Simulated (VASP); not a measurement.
# FeSe2 (Pnnm) in VASP: further runs, part 2 of 2

VASP 6.6.1.

### 3 Single point, LDA

This run uses another cell than the first one, of 15.50 Å³/atom.

The input, INCAR:

```
SYSTEM = FeSe2
PREC = Accurate
ENCUT = 520
EDIFF = 1E-6
ISMEAR = 0
SIGMA = 0.02
LREAL = .FALSE.
LASPH = .TRUE.
NELM = 80
ALGO = Normal
ISIF = 2
LWAVE = .FALSE.
LCHARG = .FALSE.
GGA = CA
NBANDS = 29
```

The input, KPOINTS:

```
regular mesh
0
G
  8 6 10
  0 0 0
```

The input, POSCAR:

```
FeSe2
1.0
    4.6850915822      0.0000000000      0.0000000000
    0.0000000000      5.6441089809      0.0000000000
    0.0000000000      0.0000000000      3.5170891386
Fe Se
2 4
Direct
    0.0000000000      0.0000000000      0.0000000000
    0.5000000000      0.5000000000      0.5000000000
    0.2193250322      0.3662048067      0.0000000000
    0.7806749678      0.6337951933      0.0000000000
    0.7193250322      0.1337951933      0.5000000000
    0.2806749678      0.8662048067      0.5000000000
```

Potentials or basis: VASP PAW LDA potentials, release 64 (Fe, Se).

On the command line:

```console
> cat potpaw_LDA.64/Fe/POTCAR potpaw_LDA.64/Se/POTCAR > POTCAR
> mpirun -np 1 vasp_std > vasp.out
```

OUTCAR:

```text
SYSTEM = FeSe2
   PREC = Accurate
   ENCUT = 520
   EDIFF = 1E-6
   ISMEAR = 0
   LREAL = .FALSE.
   LASPH = .TRUE.
   NELM = 80
   ISIF = 2
   GGA = CA

 ion  position               nearest neighbor table
   1  0.000  0.000  0.000-   3 2.31   4 2.31   5 2.32   6 2.32   5 2.32   6 2.32
   2  0.500  0.500  0.500-   5 2.31   6 2.31   3 2.32   4 2.32   3 2.32   4 2.32
   3  0.219  0.366  0.000-   1 2.31   2 2.32   2 2.32   4 2.55
   4  0.781  0.634  0.000-   1 2.31   2 2.32   2 2.32   3 2.55
   5  0.719  0.134  0.500-   2 2.31   1 2.32   1 2.32   6 2.55
   6  0.281  0.866  0.500-   2 2.31   1 2.32   1 2.32   5 2.55

  LATTYP: Found a simple orthorhombic cell.
 ALAT       =     3.5170891386
 B/A-ratio  =     1.3320935005
 C/A-ratio  =     1.6047671124

  Lattice vectors:

 A1 = (   0.0000000000,   0.0000000000,   3.5170891386)
 A2 = (   4.6850915822,   0.0000000000,   0.0000000000)
 A3 = (   0.0000000000,   5.6441089809,   0.0000000000)

Analysis of symmetry for initial positions (statically):
=====================================================================
 Subroutine PRICEL returns:
 Original cell was already a primitive cell.

 Routine SETGRP: Setting up the symmetry group for a
 simple orthorhombic supercell.

 Subroutine GETGRP returns: Found  8 space group operations
 (whereof  4 operations were pure point group operations)
 out of a pool of  8 trial point group operations.

The static configuration has the point symmetry C_2h.
 The point group associated with its full space group is D_2h.

Analysis of symmetry for dynamics (positions and initial velocities):
=====================================================================
 Subroutine PRICEL returns:
 Original cell was already a primitive cell.

 Routine SETGRP: Setting up the symmetry group for a
 simple orthorhombic supercell.

 Subroutine GETGRP returns: Found  8 space group operations
 (whereof  4 operations were pure point group operations)
 out of a pool of  8 trial point group operations.

The dynamic configuration has the point symmetry C_2h.
 The point group associated with its full space group is D_2h.

 Subroutine INISYM returns: Found  8 space group operations
 (whereof  4 operations are pure point group operations),
 and found     1 'primitive' translations

----------------------------------------------------------------------------------------

                                     Primitive cell

  volume of cell :      93.0030

  direct lattice vectors                    reciprocal lattice vectors
     4.685091582  0.000000000  0.000000000     0.213442999  0.000000000  0.000000000
     0.000000000  5.644108981  0.000000000     0.000000000  0.177175884  0.000000000
     0.000000000  0.000000000  3.517089139     0.000000000  0.000000000  0.284326032

  length of vectors
     4.685091582  5.644108981  3.517089139     0.213442999  0.177175884  0.284326032

  position of ions in fractional coordinates (direct lattice)
     0.000000000  0.000000000  0.000000000
     0.500000000  0.500000000  0.500000000
     0.219325032  0.366204807  0.000000000
     0.780674968  0.633795193  0.000000000
     0.719325032  0.133795193  0.500000000
     0.280674968  0.866204807  0.500000000

  ion indices of the primitive-cell ions
   primitive index   ion index
                 1           1
[... 29 lines left out ...]

 Found    120 irreducible k-points:

 Following reciprocal coordinates:
            Coordinates               Weight
  0.000000  0.000000  0.000000      1.000000
  0.125000  0.000000  0.000000      2.000000
  0.250000  0.000000  0.000000      2.000000
  0.375000  0.000000  0.000000      2.000000
  0.500000  0.000000  0.000000      1.000000
  0.000000  0.166667  0.000000      2.000000
[... 16 lines left out ...]
  0.250000  0.000000  0.100000      4.000000
  0.375000  0.000000  0.100000      4.000000
 [... further k-points ...]
   k-points           NKPTS =    120   k-points in BZ     NKDIM =    120   number of bands    NBANDS=     29
   number of dos      NEDOS =    301   number of ions     NIONS =      6
   total plane-waves  NPLWV =  42336
   dimension x,y,z NGX =    36 NGY =   42 NGZ =   28
   dimension x,y,z NGXF=    72 NGYF=   84 NGZF=   56
   ions per type =               2   4
   NGX,Y,Z   is equivalent  to a cutoff of  12.77, 12.37, 13.24 a.u.
   NGXF,Y,Z  is equivalent  to a cutoff of  25.55, 24.74, 26.47 a.u.
 SYSTEM =  FeSe2
   PREC   = accura    normal or accurate (medium, high low for compatibility)
   ISTART =      0    job   : 0-new  1-cont  2-samecut
   ICHARG =      2    charge: 1-file 2-atom 10-const
   ISPIN  =      1    spin polarized calculation?
   LNONCOLLINEAR =      F non collinear calculations
   LSORBIT =      F    spin-orbit coupling
   LASPH  =      T    aspherical Exc in radial PAW
   ENCUT  =  520.0 eV  38.22 Ry    6.18 a.u.   8.71 10.49  6.54*2*pi/ulx,y,z
   NELM   =     80;   NELMIN=  2; NELMDL= -5     # of ELM steps
   EDIFF  = 0.1E-05   stopping-criterion for ELM
   LREAL  =      F    real-space projection
   EDIFFG = 0.1E-04   stopping-criterion for IOM
   NSW    =      0    number of steps for IOM
   IBRION =     -1    ionic relax: 0-MD 1-quasi-New 2-CG
   NFREE  =      0    steps in history (QN), initial steepest desc. (CG)
   ISIF   =      2    stress and relaxation
   ISYM   =      2    0-nonsym 1-usesym 2-fastsym
   POTIM  = 0.5000    time-step for ionic-motion
   TEBEG  =    0.0;   TEEND  =   0.0 temperature during run
   PSTRESS=    0.0 pullay stress
   NELECT =      40.0000    total number of electrons
   NUPDOWN=      -1.0000    fix difference up-down
   EMIN   =  10.00;   EMAX   =-10.00  energy-range for DOS
   EFERMI =   0.00;   METHOD = LEGACY
   ISMEAR =     0;   SIGMA  =   0.02  broadening in eV -4-tet -1-fermi 0-gaus
   EFERMI_NEDOS =   21; number of points for ismear=-14 and -15
   IALGO  =     38    algorithm
   IMIX   =      4    mixing-type and parameters
     AMIX     =   0.40;   BMIX     =  1.00
     AMIX_MAG =   1.60;   BMIX_MAG =  1.00
  volume/ion in A,a.u.               =      15.50       104.60
  Fermi-wavevector in a.u.,A,eV,Ry     =   1.235746  2.335221 20.777024  1.527068
  Thomas-Fermi vector in A             =   2.370383
   LORBIT       =      0    0 simple, 1 ext, 2 COOP (PROOUT), +10 PAW based schemes
   GGA     = CA    functional components
   LHFCALC =     F    Hartree Fock is set to
   AEXX    =    0.0000 exact exchange contribution
   IVDW    =     0    specifies the selected vdW correction
   LEPSILON=     F    determine dielectric tensor
   LRPA    =     F    only Hartree local field effects (RPA)
 non-spin polarized calculation
 Gauss-broadening in eV      SIGMA  =   0.02
  energy-cutoff  :      520.00
  volume of cell :       93.00
 maximum number of plane-waves:      2534
 NGX is ok and might be reduce to    36
   NGX = 17   NGY = 21   NGZ = 13

 number of electron      40.0000001 magnetization

 Free energy of the ion-electron system (eV)
  ---------------------------------------------------
  ext. energy  EPLUGINS =         0.00000000
  ---------------------------------------------------
  free energy    TOTEN  =       -38.37197142 eV

  energy without entropy =      -38.37197142  energy(sigma->0) =      -38.37197142

 E-fermi :   7.1317     XC(G=0): -11.7308

 val. band max:        6.9725875770   @ k =   0.3750   0.0000   0.0000
 cond. band min:       7.2658364427   @ k =   0.0000   0.5000   0.5000
 fundamental gap:      0.2932488657
 Fermi energy:         7.1317027116

 k-point     1 :       0.0000    0.0000    0.0000
  band No.  band energies     occupation
      1      -9.7009      2.00000
      2      -7.1410      2.00000
      3      -6.2054      2.00000
      4      -5.5096      2.00000
      5      -0.6115      2.00000
      6       0.6849      2.00000
[... 757 lines left out ...]
     28      12.7286      0.00000
     29      13.5605      0.00000

 [... further k-points ...]
[... 5 lines left out ...]
  --------------------------------------------------------------------------------------
  -------------------------------------------------------------------------------------
  Total        0.3257238      0.3585141      0.3417485      0.0000000      0.0000000      0.0000000
  in kB        5.6112959      6.1761795      5.8873561      0.0000000      0.0000000      0.0000000
  external PRESSURE =       5.8916105 kB  Pullay stress =       0.0000000 kB

 VOLUME and BASIS-vectors are now :
 -----------------------------------------------------------------------------
  energy-cutoff  :      520.00
  volume of cell :       93.00
      direct lattice vectors                 reciprocal lattice vectors
     4.685091582  0.000000000  0.000000000     0.213442999  0.000000000  0.000000000
     0.000000000  5.644108981  0.000000000     0.000000000  0.177175884  0.000000000
     0.000000000  0.000000000  3.517089139     0.000000000  0.000000000  0.284326032

 POSITION                                       TOTAL-FORCE (eV/Angst)
 -----------------------------------------------------------------------------------
      0.00000      0.00000      0.00000         0.000000      0.000000      0.000000
      2.34255      2.82205      1.75854         0.000000      0.000000      0.000000
      1.02756      2.06690      0.00000        -0.015535      0.002050     -0.000000
      3.65753      3.57721      0.00000         0.015535     -0.002050      0.000000
      3.37010      0.75515      1.75854        -0.015535     -0.002050     -0.000000
      1.31499      4.88895      1.75854         0.015535      0.002050      0.000000
 -----------------------------------------------------------------------------------
    total drift:                               -0.000000      0.000000      0.000000

  FREE ENERGIE OF THE ION-ELECTRON SYSTEM (eV)
  ---------------------------------------------------
  free  energy   TOTEN  =       -38.3719714219 eV

  energy  without entropy=      -38.3719714219  energy(sigma->0) =      -38.37197142
```

OSZICAR:

```text
N       E                     dE             d eps       ncg     rms          rms(c)
DAV:   1     0.328203643939E+03    0.32820E+03   -0.17202E+04  6968   0.140E+03
DAV:   2    -0.324515599965E+01   -0.33145E+03   -0.31731E+03  7000   0.333E+02
DAV:   3    -0.390379333884E+02   -0.35793E+02   -0.33640E+02  8948   0.119E+02
DAV:   4    -0.407538671499E+02   -0.17159E+01   -0.16994E+01  8655   0.269E+01
DAV:   5    -0.407978615455E+02   -0.43994E-01   -0.43965E-01  8587   0.420E+00    0.199E+01
DAV:   6    -0.470746783688E+02   -0.62768E+01   -0.36620E+01  9504   0.101E+02    0.275E+01
DAV:   7    -0.383868173344E+02    0.86879E+01   -0.25767E+01  8494   0.101E+02    0.621E+00
DAV:   8    -0.384604329391E+02   -0.73616E-01   -0.32718E+00  7955   0.864E+00    0.319E+00
DAV:   9    -0.383743191334E+02    0.86114E-01   -0.26307E-01  9371   0.786E+00    0.825E-01
DAV:  10    -0.383724939661E+02    0.18252E-02   -0.37193E-02  7844   0.110E+00    0.259E-01
DAV:  11    -0.383721909278E+02    0.30304E-03   -0.18290E-03  9596   0.473E-01    0.150E-01
DAV:  12    -0.383719898253E+02    0.20110E-03   -0.26238E-04 10782   0.165E-01    0.637E-02
DAV:  13    -0.383719711130E+02    0.18712E-04   -0.75699E-05 10928   0.711E-02    0.275E-02
DAV:  14    -0.383719714219E+02   -0.30893E-06   -0.17968E-06  5288   0.106E-02
   1 F= -.38371971E+02 E0= -.38371971E+02  d E =-.137351E-23
```

Run time: 2.4 min. Hardware: 1 thread of AMD EPYC 9R45 (Zen 5), shared host; peak memory 0.34 GiB.

Results:

| Property | Result |
| --- | --- |
| Free energy | -38.3720 eV |
| Pressure | 0.6 GPa |
| Largest force | 0.016 eV/Å |
| Band gap on the k mesh | 0.29 eV (least direct gap 0.90 eV) |

Forces on the atoms (eV/Å):
```
Fe   0.000  0.000  0.000
Fe   0.000  0.000  0.000
Se  -0.016  0.002  0.000
Se   0.016 -0.002  0.000
Se  -0.016 -0.002  0.000
Se   0.016  0.002  0.000
```

A k mesh can miss the band edges. Spin polarisation is off, so any magnetic state and its effect on volume and gap are missing.

### 4 Single point, LDA (15.97 Å³/atom)

This run uses another cell than the first one, of 15.97 Å³/atom.

The input, INCAR:

```
SYSTEM = FeSe2
PREC = Accurate
ENCUT = 520
EDIFF = 1E-7
ISMEAR = 0
SIGMA = 0.02
LREAL = .FALSE.
LASPH = .TRUE.
NELM = 100
ALGO = Normal
ISIF = 2
LWAVE = .FALSE.
LCHARG = .TRUE.
LELF = .TRUE.
LVHAR = .TRUE.
NBANDS = 29
```

The input, KPOINTS:

```
Automatic mesh
0
G
  8 6 10
  0 0 0
```

The input, POSCAR:

```
FeSe2
1.0
    4.7371184464      0.0000000000      0.0000000000
    0.0000000000      5.6948220892      0.0000000000
    0.0000000000      0.0000000000      3.5509100479
Fe Se
2 4
Direct
    0.0000000000      0.0000000000      0.0000000000
    0.5000000000      0.5000000000      0.5000000000
    0.2201001235      0.3663163630      0.0000000000
    0.7798998765      0.6336836370      0.0000000000
    0.7201001235      0.1336836370      0.5000000000
    0.2798998765      0.8663163630      0.5000000000
```

On the command line:

```console
> cat potpaw_LDA.64/Fe/POTCAR potpaw_LDA.64/Se/POTCAR > POTCAR
> mpirun -np 1 vasp_std > vasp.out
```

Wall time 2.9 min (1 thread of AMD EPYC 9R45 (Zen 5), shared host); peak memory 0.34 GiB.

It converged, with:

```yaml
Free_energy: -38.3436 eV
Pressure: -3.7 GPa
Largest_force: 0.009 eV/Å
Band_gap_on_the_k_mesh: 0.26 eV (least direct gap 0.84 eV)
```

Forces in eV/Å, atoms in the order of the input:
```
Fe   0.000  0.000  0.000
Fe   0.000  0.000  0.000
Se  -0.009  0.000  0.000
Se   0.009  0.000  0.000
Se  -0.009  0.000  0.000
Se   0.009  0.000  0.000
```

Stress tensor (GPa, compression positive):
```
-3.71  0.00  0.00
 0.00 -3.58  0.00
 0.00  0.00 -3.67
```

Levels at points of the mesh, in eV from the valence-band top:
```tsv
k point	band 18	band 19	band 20	band 21	band 22	band 23
(0.00, 0.00, 0.00)	-0.92	-0.70	-0.50	0.80	1.06	2.55
(0.50, 0.00, 0.00)	-0.83	-0.27	-0.27	1.28	1.28	1.92
(0.00, 0.50, 0.00)	-0.92	-0.45	-0.45	0.62	0.62	2.29
(0.50, 0.50, 0.00)	-1.18	-1.06	-1.06	0.83	0.83	2.00
(0.00, 0.00, 0.50)	-0.88	-0.63	-0.63	0.99	0.99	1.29
(0.50, 0.00, 0.50)	-0.78	-0.57	-0.57	0.91	0.91	1.33
(0.00, 0.50, 0.50)	-1.47	-0.61	-0.61	0.26	0.26	1.98
(0.50, 0.50, 0.50)	-0.64	-0.59	-0.59	1.00	1.00	1.74
```

Caveat: the cell stands under tension.

### 5 Summary

| cell | gap on the mesh (eV) | pressure (GPa) | largest force (eV/Å) |
| --- | --- | --- | --- |
| a = 4.632, b = 5.593, c = 3.482 Å, 6 atoms | 0.33 | 5.5 | 0.03 |
| a = 4.685, b = 5.644, c = 3.517 Å, 6 atoms | 0.29 | 0.6 | 0.02 |
| a = 4.737, b = 5.695, c = 3.551 Å, 6 atoms | 0.26 | -3.7 | 0.01 |

Alike in all rows: task single point; level LDA; potentials or basis VASP PAW LDA potentials, release 64 (Fe, Se); no spin polarisation; k mesh 8 × 6 × 10; cutoff (eV) 520; smearing gaussian 0.02 eV.

Caveats: the cell stands under pressure (at least some runs); the cell stands under tension (at least some runs).

Total energies depend on the potentials used, so only differences within one code and one set of settings carry meaning.
